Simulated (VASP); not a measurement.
AlCl3, 4 atoms in the cell. The cell holds a molecule in a box, 4 atoms: a = 13.592 Å, b = 14.092 Å, c = 14.592 Å, α = 90.00°, β = 90.00°, γ = 90.00°. 

- Program: VASP 6.6.1
- Task: single point
- Functional: PBEsol
- Potentials or basis: VASP PAW PBE potentials, release 64 (Al, Cl)
- Cutoff: 400 eV
- k mesh: 1 × 1 × 1
- Occupations: gaussian, width 0.005 eV
- Spin: no spin polarisation
- Dipole correction: no
- Further INCAR settings: ALGO = Normal; EDIFF = 1e-06; NBANDS = 20; NELMDL = -8

Potentials or basis: VASP PAW PBE potentials, release 64 (Al, Cl).

The run is started by

```console
$ cat potpaw_PBE.64/Al/POTCAR potpaw_PBE.64/Cl/POTCAR > POTCAR
$ mpirun -np 1 vasp_gam > vasp.out
```

Hardware: 1 thread of Intel(R) Xeon(R) Platinum 8375C CPU @ 2.90GHz (Ice Lake), on a shared host.

Estimate the wall time of this run.

Wall time 2.2 min on 1 thread of Intel(R) Xeon(R) Platinum 8375C CPU @ 2.90GHz (Ice Lake), with other jobs on the host, peak memory 1.3 GiB. Counts: scf iterations 26, k points 1.
